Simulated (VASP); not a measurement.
**GaN: single point with PBE**

GaN:

```
CELL_PARAMETERS angstrom
0.00000 2.27374 2.27374
2.27374 0.00000 2.27374
2.27374 2.27374 0.00000
ATOMIC_POSITIONS crystal
Ga 0.00000 0.00000 0.00000
N 0.25000 0.25000 0.25000
```

- Program: VASP 6.6.1
- Task: single point
- Functional: PBE
- Potentials or basis: VASP PAW PBE potentials, release 64 (Ga_d, N)
- Cutoff: 600 eV
- k mesh: 4 × 4 × 4
- Occupations: gaussian, width 0.01 eV
- Spin: no spin polarisation
- Dipole correction: no
- Further INCAR settings: ALGO = Normal; EDIFF = 1e-06; NBANDS = 16

```yaml
Pressure: 0.0 GPa
Band_gap_on_the_k_mesh: 1.53 eV, direct
```

Levels at points of the mesh, in eV from the valence-band top:
```
           k point  band 6  band 7  band 8  band 9  band 10  band 11  band 12  band 13
(0.00, 0.00, 0.00)  -13.18    0.00    0.00    0.00     1.53    10.09    10.09    10.09
(0.50, 0.00, 0.00)  -11.91   -6.89   -0.94   -0.94     4.43     8.58    10.18    10.18
(0.50, 0.50, 0.00)  -11.48   -6.04   -2.62   -2.62     3.31     6.47    11.51    13.66
```

Run time: 4.1 s on 1 thread of Intel(R) Xeon(R) 6975P-C (Granite Rapids), on a shared host, peak memory 0.15 GiB.

Caveat: the k points lie up to 0.60 Å⁻¹ apart.
